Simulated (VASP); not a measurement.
Here is a VASP 6.6.1 calculation.

Contents of INCAR:

```
SYSTEM = B
  ALGO = Normal
  EDIFF = 1E-6
  ENCUT = 520
  GGA = RE
  ISIF = 2
  ISMEAR = -1
  LASPH = .True.
  LCHARG = .False.
  LREAL = .False.
  LWAVE = .False.
  NBANDS = 10
  NELM = 80
  PREC = Accurate
  SIGMA = 0.1
```

Contents of KPOINTS:

```
k-points
0
Gamma
  15 15 15
  0 0 0
```

Contents of POSCAR:

```
B
1.0
    0.0000000000      1.9510318744      1.9510318744
    1.9510318744      0.0000000000      1.9510318744
    1.9510318744      1.9510318744      0.0000000000
B
2
Direct
    0.1250000000      0.1250000000      0.1250000000
    0.8750000000      0.8750000000      0.8750000000
```

Potentials or basis: VASP PAW PBE potentials, release 64 (B).

Launch:

```sh
$ cat potpaw_PBE.64/B/POTCAR > POTCAR
$ mpirun -np 1 vasp_std > vasp.out
```

Task: What does it give for the band gap on the k mesh?

Result: Zero (band 3 reaches 9.19 eV, above the bottom of band 4 at 1.72 eV).

Task: Predict the pressure.

Result: 27.3 GPa.

Caveat: the PAW data sets were made with another functional, which shifts forces and pressure a little.
